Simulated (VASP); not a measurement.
## Sb: single point with PBE

Crystal: Sb.

```
Sb
1.0
     2.91512    0.00000    0.00000
    -1.45756    2.52457    0.00000
     0.00000    0.00000    2.77346
Sb
1
Direct
  0.00000 0.00000 0.00000
```

```json
{"Program": "VASP 6.6.1", "Task": "single point", "Functional": "PBE", "Potentials or basis": "VASP PAW PBE potentials, release 64 (Sb)", "Cutoff": "520 eV", "k mesh": "13 × 13 × 12", "Occupations": "fermi-dirac, width 0.05 eV", "Spin": "no spin polarisation"}
```

```
Pressure : 45.5 GPa
```

Stress tensor (GPa, compression positive):
```
45.46  0.00  0.00
 0.00 45.46  0.00
 0.00  0.00 45.67
```

Levels at points of the mesh, in eV from the Fermi level:
| k point | band 1 | band 2 | band 3 | band 4 | band 5 | band 6 |
| --- | --- | --- | --- | --- | --- | --- |
| (0.00, 0.00, 0.00) | -15.79 | 3.83 | 6.64 | 6.64 | 7.38 | 10.22 |
| (0.00, 0.00, 0.50) | -11.94 | -8.50 | 10.46 | 10.46 | 12.57 | 12.64 |

It took 26 s on 1 thread of Intel Xeon 8259CL (shared host), peak memory 0.15 GiB.

Caveat: spin-orbit coupling is left out, which moves the levels of the heavy elements.
